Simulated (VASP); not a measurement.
# VSi (P4/mmm) in VASP: a series of runs, part 2 of 3

VASP 6.6.1. Earlier steps stand in the parts before.

**3. Relaxation of cell and atoms, PBE**

This run uses another cell than the first one, of 14.54 Å³/atom.

The input, INCAR:

```
PREC = Accurate ; ENCUT = 600
EDIFF = 1E-6 ; ISMEAR = 0
SIGMA = 0.1 ; LREAL = F
LASPH = T ; NELM = 80
ALGO = Normal ; ISIF = 3
LWAVE = F ; LCHARG = F
GGA = PE ; IBRION = 2
NSW = 90 ; EDIFFG = -0.04
```

The input, KPOINTS:

```
Automatic mesh
0
Gamma
  6 6 6
```

The input, POSCAR:

```
VSi
1.0
    2.8101185042      0.0000000000      0.0000000000
    0.0000000000      2.8101185042      0.0000000000
    0.0000000000      0.0000000000      3.6832624680
V Si
1 1
Direct
    0.5000000000      0.5000000000      0.5000000000
    0.0000000000      0.0000000000      0.0000000000
```

Potentials or basis: VASP PAW PBE potentials, release 64 (V_sv, Si).

On the command line:

```sh
$ cat potpaw_PBE.64/V_sv/POTCAR potpaw_PBE.64/Si/POTCAR > POTCAR
$ mpirun -np 1 vasp_std > vasp.out
```

OUTCAR:

```text
PREC = Accurate
   ENCUT = 600
   EDIFF = 1E-6
   ISMEAR = 0
   LREAL = F
   LASPH = T
   NELM = 80
   ISIF = 3
   GGA = PE
   IBRION = 2
   NSW = 90
   EDIFFG = -0.04

 ion  position               nearest neighbor table
   1  0.500  0.500  0.500-   2 2.71   2 2.71   2 2.71   2 2.71   2 2.71   2 2.71   2 2.71   2 2.71

   2  0.000  0.000  0.000-   1 2.71   1 2.71   1 2.71   1 2.71   1 2.71   1 2.71   1 2.71   1 2.71

  LATTYP: Found a simple tetragonal cell.
 ALAT       =     2.8101185042
 C/A-ratio  =     1.3107142857

  Lattice vectors:

 A1 = (   2.8101185042,   0.0000000000,   0.0000000000)
 A2 = (   0.0000000000,   2.8101185042,   0.0000000000)
 A3 = (   0.0000000000,   0.0000000000,   3.6832624680)

Analysis of symmetry for initial positions (statically):
=====================================================================
 Subroutine PRICEL returns:
 Original cell was already a primitive cell.

 Routine SETGRP: Setting up the symmetry group for a
 simple tetragonal supercell.

 Subroutine GETGRP returns: Found 16 space group operations
 (whereof 16 operations were pure point group operations)
 out of a pool of 16 trial point group operations.

The static configuration has the point symmetry D_4h.

Analysis of symmetry for dynamics (positions and initial velocities):
=====================================================================
 Subroutine PRICEL returns:
 Original cell was already a primitive cell.

 Routine SETGRP: Setting up the symmetry group for a
 simple tetragonal supercell.

 Subroutine GETGRP returns: Found 16 space group operations
 (whereof 16 operations were pure point group operations)
 out of a pool of 16 trial point group operations.

The dynamic configuration has the point symmetry D_4h.

 Subroutine INISYM returns: Found 16 space group operations
 (whereof 16 operations are pure point group operations),
 and found     1 'primitive' translations

[... 118 lines left out ...]
   LORBIT       =      0    0 simple, 1 ext, 2 COOP (PROOUT), +10 PAW based schemes
   GGA     = PE    functional components
   LHFCALC =     F    Hartree Fock is set to
   AEXX    =    0.0000 exact exchange contribution
   IVDW    =     0    specifies the selected vdW correction
   LEPSILON=     F    determine dielectric tensor
   LRPA    =     F    only Hartree local field effects (RPA)
 conjugate gradient relaxation of ions
 non-spin polarized calculation
 Gauss-broadening in eV      SIGMA  =   0.10
  energy-cutoff  :      600.00
  volume of cell :       29.09
 maximum number of plane-waves:       991
 NGX is ok and might be reduce to    24
   NGX = 11   NGY = 11   NGZ = 15

--------------------------------------- Ionic step        1  -------------------------------------------

 number of electron      17.0000004 magnetization

 Free energy of the ion-electron system (eV)
  ---------------------------------------------------
  ext. energy  EPLUGINS =         0.00000000
  ---------------------------------------------------
  free energy    TOTEN  =       -14.72207682 eV

  energy without entropy =      -14.71221034  energy(sigma->0) =      -14.71714358

 E-fermi :   9.8166     XC(G=0): -11.8125

 val. band max:        9.8136618892   @ k =   0.1667   0.1667   0.5000
 cond. band min:       9.8464461100   @ k =   0.3333   0.3333   0.5000
 fundamental gap:      0.0327842207
 Fermi energy:         9.8165926019

 k-point     1 :       0.0000    0.0000    0.0000
  band No.  band energies     occupation
      1     -54.6127      2.00000
      2     -28.5067      2.00000
      3     -28.2837      2.00000
      4     -28.2837      2.00000
      5      -2.0923      2.00000
      6       7.1516      2.00000
      7       7.8884      2.00000
      8       8.2977      2.00000
      9      10.6204      0.00000
     10      10.6204      0.00000
     11      11.4899      0.00000
     12      14.6653      0.00000
[... 446 lines left out ...]
  FREE ENERGIE OF THE ION-ELECTRON SYSTEM (eV)
  ---------------------------------------------------
  free  energy   TOTEN  =       -14.9255872679 eV

  energy  without entropy=      -14.9183633600  energy(sigma->0) =      -14.92197531

[... ionic steps 4 to 7 ...]

--------------------------------------- Ionic step        8  -------------------------------------------

 number of electron      17.0000005 magnetization

------------------------ aborting loop because EDIFF is reached ----------------------------------------
[... 67 lines left out ...]
--------------------------------------- Ionic step       10  -------------------------------------------

 number of electron      17.0000005 magnetization

 Free energy of the ion-electron system (eV)
  ---------------------------------------------------
  ext. energy  EPLUGINS =         0.00000000
  ---------------------------------------------------
  free energy    TOTEN  =       -14.95417370 eV

  energy without entropy =      -14.94349318  energy(sigma->0) =      -14.94883344

 E-fermi :  11.7337     XC(G=0): -12.4416

 val. band max:       11.5374530972   @ k =   0.1667   0.1667   0.1667
 cond. band min:      11.7648671874   @ k =   0.1667   0.0000   0.3333
 fundamental gap:      0.2274140902
 Fermi energy:        11.7337303998

 k-point     1 :       0.0000    0.0000    0.0000
  band No.  band energies     occupation
      1     -52.6356      2.00000
      2     -26.5558      2.00000
      3     -26.1696      2.00000
      4     -26.1696      2.00000
      5      -1.4083      2.00000
      6       8.2068      2.00000
      7       8.9343      2.00000
      8       9.3146      2.00000
      9      12.7693      0.00000
     10      12.7693      0.00000
     11      13.9791      0.00000
     12      17.1374      0.00000
[... 374 lines left out ...]
  FREE ENERGIE OF THE ION-ELECTRON SYSTEM (eV)
  ---------------------------------------------------
  free  energy   TOTEN  =       -14.9541736998 eV

  energy  without entropy=      -14.9434931793  energy(sigma->0) =      -14.94883344

 reached required accuracy - stopping structural energy minimisation
```

OSZICAR:

```text
N       E                     dE             d eps       ncg     rms          rms(c)
DAV:   1     0.158930089966E+03    0.15893E+03   -0.10616E+04   976   0.153E+03
DAV:   2    -0.118170953761E+02   -0.17075E+03   -0.16703E+03   964   0.431E+02
DAV:   3    -0.169429187821E+02   -0.51258E+01   -0.49918E+01  1296   0.763E+01
DAV:   4    -0.170186281142E+02   -0.75709E-01   -0.75631E-01  1044   0.835E+00
[... 94 lines left out ...]
DAV:   3    -0.149547238869E+02    0.12506E-01   -0.56995E-02  1080   0.268E+00    0.204E-01
DAV:   4    -0.149542097588E+02    0.51413E-03   -0.22311E-03   996   0.578E-01    0.906E-02
DAV:   5    -0.149541754461E+02    0.34313E-04   -0.77257E-05  1136   0.106E-01    0.356E-02
DAV:   6    -0.149541733624E+02    0.20837E-05   -0.12770E-05  1028   0.459E-02    0.385E-03
DAV:   7    -0.149541736998E+02   -0.33737E-06   -0.50621E-07   488   0.893E-03
  10 F= -.14954174E+02 E0= -.14948833E+02  d E =-.255411E-03
```

CONTCAR:

```text
VSi
   1.00000000000000
     2.6083113706949357    0.0000000000000000    0.0000000000000000
     0.0000000000000000    2.6083113706949357    0.0000000000000000
     0.0000000000000000    0.0000000000000000    3.7449304391485598
  V               Si
     1     1
Direct
     0.5000000000000000    0.5000000000000000    0.5000000000000000
     0.0000000000000000    0.0000000000000000    0.0000000000000000

  0.00000000E+00  0.00000000E+00  0.00000000E+00
  0.00000000E+00  0.00000000E+00  0.00000000E+00
```

Wall time 38 s (1 thread of Intel Xeon 6975P-C (Granite Rapids), shared host); peak memory 0.16 GiB.

What came out:

| Item | Value |
| --- | --- |
| Free energy | -14.9542 eV |
| Relaxed volume | 12.74 Å³/atom |
| Relaxed cell | a = 2.608 Å, b = 2.608 Å, c = 3.745 Å, α = 90.00°, β = 90.00°, γ = 90.00° |
| Space group after relaxing (to 0.1 Å) | P4/mmm (No. 123) |
| Energy gained by relaxing | 116.0 meV/atom |
| Ionic steps | 10 |
| Pressure after relaxing | 0.0 GPa |
| Band gap on the k mesh | zero (an odd number of electrons rules out a gap without spin polarisation) |

Step by step:
```
step  energy change (eV)  largest force (eV/Å)  pressure (GPa)  volume (Å³)
   1              0.0000                0.0000          -16.55        29.09
   2             -0.0565                0.0000           21.88        23.21
   3             -0.2035                0.0000            0.38        25.65
   4             -0.2035                0.0000           -0.08        25.72
   5             -0.2123                0.0000           -0.28        25.70
   6             -0.2313                0.0000           -0.78        25.60
   7             -0.2305                0.0000           -0.52        25.55
   8             -0.2318                0.0000           -0.78        25.59
   9             -0.2306                0.0000            1.88        25.23
  10             -0.2321                0.0000           -0.03        25.48
```

Final structure:
```
V Si
1.0
     2.60831    0.00000    0.00000
     0.00000    2.60831    0.00000
     0.00000    0.00000    3.74493
V Si
1 1
Cartesian
  1.3042 1.3042 1.8725
  0.0000 0.0000 0.0000
```

Caveat: the k points lie up to 0.40 Å⁻¹ apart in the final cell, too coarse for converged energies and pressures of a metal.

**4. Single point, PBE, collinear spin, ferromagnetic start**

This run uses another cell than the first one, of 14.54 Å³/atom.

The input, INCAR:

```
SYSTEM = VSi
PREC     = Accurate       ! precision mode
ENCUT    = 520            ! plane-wave cutoff, eV
EDIFF    = 1E-7           ! SCF threshold, eV
ISMEAR   = 0              ! smearing method
SIGMA    = 0.1            ! smearing width, eV
LREAL    = .False.        ! projectors in reciprocal space
LASPH    = .True.         ! aspherical terms in the spheres
NELM     = 150            ! most SCF steps
ALGO     = Normal         ! electronic algorithm
ISIF     = 2              ! what is computed and relaxed
LWAVE    = .False.        ! write WAVECAR
LCHARG   = .False.        ! write CHGCAR
ISPIN    = 2              ! spin polarisation
MAGMOM   = 2 0            ! initial moments
LORBIT   = 11             ! projections on sites
LMAXMIX  = 4              ! l up to which the mixer works
GGA      = PE             ! functional
NBANDS   = 20             ! bands
```

The input, KPOINTS:

```
Automatic mesh
0
Gamma
  6 6 6
  0 0 0
```

POSCAR is that of step 3.

Potentials or basis: VASP PAW PBE potentials, release 64 (V_sv, Si).

On the command line:

```sh
$ cat potpaw_PBE.64/V_sv/POTCAR potpaw_PBE.64/Si/POTCAR > POTCAR
$ mpirun -np 1 vasp_std > vasp.out
```

OUTCAR:

```text
SYSTEM = VSi
   PREC = Accurate
   ENCUT = 520
   EDIFF = 1E-7
   ISMEAR = 0
   LREAL = .False.
   LASPH = .True.
   NELM = 150
   ISIF = 2
   ISPIN = 2
   LORBIT = 11
   GGA = PE

 ion  position               nearest neighbor table
   1  0.500  0.500  0.500-   2 2.71   2 2.71   2 2.71   2 2.71   2 2.71   2 2.71   2 2.71   2 2.71

   2  0.000  0.000  0.000-   1 2.71   1 2.71   1 2.71   1 2.71   1 2.71   1 2.71   1 2.71   1 2.71

  LATTYP: Found a simple tetragonal cell.
 ALAT       =     2.8101185042
 C/A-ratio  =     1.3107142857

  Lattice vectors:

 A1 = (   2.8101185042,   0.0000000000,   0.0000000000)
 A2 = (   0.0000000000,   2.8101185042,   0.0000000000)
 A3 = (   0.0000000000,   0.0000000000,   3.6832624680)

Analysis of symmetry for initial positions (statically):
=====================================================================
 Subroutine PRICEL returns:
 Original cell was already a primitive cell.

 Routine SETGRP: Setting up the symmetry group for a
 simple tetragonal supercell.

[... 754 lines left out ...]
      5      -2.0923      1.00000
      6       7.1516      1.00000
[... 541 lines left out ...]
     19      25.9240      0.00000
     20      26.1385      0.00000

 [... further k-points ...]

------------------------ aborting loop because EDIFF is reached ----------------------------------------

  FORCE on cell =-STRESS in cart. coord.  units (eV):
  Direction    XX          YY          ZZ          XY          YZ          ZX
  --------------------------------------------------------------------------------------
  -------------------------------------------------------------------------------------
  Total       -3.2171495     -3.2171495     -2.5472601      0.0000000      0.0000000      0.0000000
  in kB     -177.2147617   -177.2147617   -140.3143021      0.0000000      0.0000000      0.0000000
  external PRESSURE =    -164.9146085 kB  Pullay stress =       0.0000000 kB

 VOLUME and BASIS-vectors are now :
 -----------------------------------------------------------------------------
  energy-cutoff  :      520.00
  volume of cell :       29.09
      direct lattice vectors                 reciprocal lattice vectors
     2.810118504  0.000000000  0.000000000     0.355856879  0.000000000  0.000000000
     0.000000000  2.810118504  0.000000000     0.000000000  0.355856879  0.000000000
     0.000000000  0.000000000  3.683262468     0.000000000  0.000000000  0.271498436

 POSITION                                       TOTAL-FORCE (eV/Angst)
 -----------------------------------------------------------------------------------
      1.40506      1.40506      1.84163         0.000000      0.000000      0.000000
      0.00000      0.00000      0.00000         0.000000      0.000000      0.000000
 -----------------------------------------------------------------------------------
    total drift:                                0.000000      0.000000     -0.000000

  FREE ENERGIE OF THE ION-ELECTRON SYSTEM (eV)
  ---------------------------------------------------
  free  energy   TOTEN  =       -14.7220715517 eV

  energy  without entropy=      -14.7122064820  energy(sigma->0) =      -14.71713902

 total charge

# of ion       s       p       d       tot
------------------------------------------
    1        2.244   6.162   3.082  11.488
    2        0.744   0.823   0.000   1.567
--------------------------------------------------
tot          2.988   6.985   3.082  13.055

 magnetization (x)

# of ion       s       p       d       tot
------------------------------------------
    1        0.000   0.000   0.000   0.000
    2       -0.000  -0.000   0.000  -0.000
--------------------------------------------------
tot         -0.000  -0.000   0.000   0.000
```

OSZICAR:

```text
N       E                     dE             d eps       ncg     rms          rms(c)
DAV:   1     0.149069740016E+03    0.14907E+03   -0.90861E+03  3256   0.818E+02
DAV:   2    -0.124272559120E+02   -0.16150E+03   -0.15503E+03  3408   0.279E+02
DAV:   3    -0.164099818336E+02   -0.39827E+01   -0.39353E+01  3688   0.477E+01
DAV:   4    -0.164376745189E+02   -0.27693E-01   -0.27684E-01  3528   0.424E+00
DAV:   5    -0.164380273144E+02   -0.35280E-03   -0.35279E-03  3672   0.469E-01    0.194E+01
DAV:   6    -0.158255722363E+02    0.61246E+00   -0.98250E+00  3480   0.325E+01    0.905E+00
DAV:   7    -0.147745342684E+02    0.10510E+01   -0.30503E+00  3480   0.185E+01    0.433E+00
DAV:   8    -0.147305003511E+02    0.44034E-01   -0.25654E-01  3484   0.456E+00    0.117E+00
DAV:   9    -0.147221081031E+02    0.83922E-02   -0.23457E-02  3548   0.141E+00    0.627E-01
DAV:  10    -0.147220773368E+02    0.30766E-04   -0.22619E-03  3668   0.346E-01    0.290E-01
DAV:  11    -0.147220706780E+02    0.66588E-05   -0.38448E-04  3516   0.173E-01    0.144E-01
DAV:  12    -0.147220806534E+02   -0.99754E-05   -0.14809E-04  3444   0.101E-01    0.409E-02
DAV:  13    -0.147220721248E+02    0.85286E-05   -0.35131E-05  3464   0.527E-02    0.152E-02
DAV:  14    -0.147220717959E+02    0.32898E-06   -0.24483E-06  3540   0.140E-02    0.559E-03
DAV:  15    -0.147220715998E+02    0.19601E-06   -0.20679E-07  3388   0.351E-03    0.173E-03
DAV:  16    -0.147220715517E+02    0.48100E-07   -0.29945E-08  1880   0.132E-03
   1 F= -.14722072E+02 E0= -.14717139E+02  d E =-.986507E-02  mag=     0.0000
```

It took 16 s on 1 thread of Intel Xeon 6975P-C (Granite Rapids), shared host; peak memory 0.17 GiB.

Results:

```yaml
Free_energy: -14.7221 eV
Pressure: -16.5 GPa
Net_moment: 0.00 μB per cell
Valence_electrons_inside_the_program's_atomic_spheres: V 11.49; Si 1.57
```

Levels at points of the mesh, in eV from the Fermi level:
Spin up:
| k point | band 4 | band 5 | band 6 | band 7 | band 8 | band 9 | band 10 | band 11 | band 12 | band 13 |
| --- | --- | --- | --- | --- | --- | --- | --- | --- | --- | --- |
| (0.00, 0.00, 0.00) | -38.10 | -11.91 | -2.67 | -1.93 | -1.52 | 0.80 | 0.80 | 1.67 | 4.85 | 4.85 |
| (0.50, 0.00, 0.00) | -38.07 | -8.08 | -6.59 | -2.89 | -1.24 | 0.16 | 1.13 | 2.68 | 4.73 | 5.19 |
| (0.50, 0.50, 0.00) | -38.26 | -5.97 | -3.12 | -3.12 | -1.66 | -1.15 | -1.15 | 1.89 | 2.50 | 3.47 |
| (0.00, 0.00, 0.50) | -38.10 | -10.43 | -6.88 | -1.63 | 0.05 | 0.05 | 0.07 | 1.70 | 6.57 | 7.46 |
| (0.50, 0.00, 0.50) | -38.07 | -8.00 | -4.95 | -3.23 | -2.24 | 0.36 | 0.69 | 0.76 | 2.24 | 4.11 |
| (0.50, 0.50, 0.50) | -38.27 | -4.41 | -4.41 | -4.09 | -2.95 | 1.15 | 1.91 | 2.50 | 3.01 | 3.01 |
Spin down:
| k point | band 6 | band 7 | band 8 | band 9 | band 10 | band 11 |
| --- | --- | --- | --- | --- | --- | --- |
| (0.00, 0.00, 0.00) | -2.66 | -1.93 | -1.52 | 0.80 | 0.80 | 1.67 |
| (0.50, 0.00, 0.00) | -6.59 | -2.89 | -1.24 | 0.16 | 1.13 | 2.68 |
| (0.50, 0.50, 0.00) | -3.12 | -3.12 | -1.66 | -1.15 | -1.15 | 1.89 |
| (0.00, 0.00, 0.50) | -6.88 | -1.63 | 0.05 | 0.05 | 0.07 | 1.71 |
| (0.50, 0.00, 0.50) | -4.95 | -3.23 | -2.24 | 0.36 | 0.69 | 0.76 |
| (0.50, 0.50, 0.50) | -4.41 | -4.09 | -2.95 | 1.15 | 1.91 | 2.50 |

Caveat: the k points lie up to 0.37 Å⁻¹ apart.

[end of part 2 of 3]
